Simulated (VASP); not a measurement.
Wanted: the native input for a VASP 6.6.1 run.

| Quantity | Value |
| --- | --- |
| Task | single point |
| Functional | PBE |
| Potentials or basis | VASP PAW PBE potentials, release 64 (Ba_sv, Ti_sv, O) |
| Cutoff | 520 eV |
| k mesh | 6 × 6 × 6 |
| Occupations | gaussian, width 0.01 eV |
| Spin | non-collinear spin, zero start, spin-orbit coupling |
| Starting moments | [[0.0, 0.0, 0.0], [0.0, 0.0, 0.0], [0.0, 0.0, 0.0], [0.0, 0.0, 0.0], [0.0, 0.0, 0.0]] μB |
| Dipole correction | no |
| Further INCAR settings | ALGO = Normal; EDIFF = 1e-06; NBANDS = 55 |

The structure of BaTiO3 lies in POSCAR:

```
BaTiO3
1.0
    3.9940964053      0.0000000000      0.0000000000
    0.0000000000      3.9940964053      0.0000000000
    0.0000000000      0.0000000000      3.9940964053
Ba Ti O
1 1 3
Direct
    0.0000000000      0.0000000000      0.0000000000
    0.5000000000      0.5000000000      0.5000000000
    0.5000000000      0.0000000000      0.5000000000
    0.5000000000      0.5000000000      0.0000000000
    0.0000000000      0.5000000000      0.5000000000
```

One way to write it, as run:

INCAR

```
SYSTEM = BaTiO3
PREC = Accurate
ENCUT = 520
EDIFF = 1E-6
ISMEAR = 0
SIGMA = 0.01
LREAL = .FALSE.
LASPH = .TRUE.
NELM = 150
ALGO = Normal
ISIF = 2
LWAVE = .FALSE.
LCHARG = .TRUE.
LNONCOLLINEAR = .TRUE.
MAGMOM = 0 0 0 0 0 0 0 0 0 0 0 0 0 0 0
LORBIT = 11
LSORBIT = .TRUE.
GGA_COMPAT = .FALSE.
LORBMOM = .TRUE.
LMAXMIX = 4
GGA = PE
LVHAR = .TRUE.
NBANDS = 55
```

KPOINTS

```
regular mesh
0
G
  6 6 6
  0 0 0
```

Potentials or basis: VASP PAW PBE potentials, release 64 (Ba_sv, Ti_sv, O).

The run is started by

```sh
$ cat potpaw_PBE.64/Ba_sv/POTCAR potpaw_PBE.64/Ti_sv/POTCAR potpaw_PBE.64/O/POTCAR > POTCAR
$ mpirun -np 1 vasp_ncl > vasp.out
```

It gave:

| Item | Value |
| --- | --- |
| Pressure | 5.0 GPa |
| Net moment | 0.00 μB per cell |
| Valence electrons inside the program's atomic spheres | Ba 8.00; Ti 10.19; O 5.04 |

Caveat: the cell stands under pressure.

It took 2.6 min on 1 thread of Intel(R) Xeon(R) Platinum 8259CL CPU @ 2.50GHz (Skylake/Cascade Lake) (shared host), peak memory 0.34 GiB.
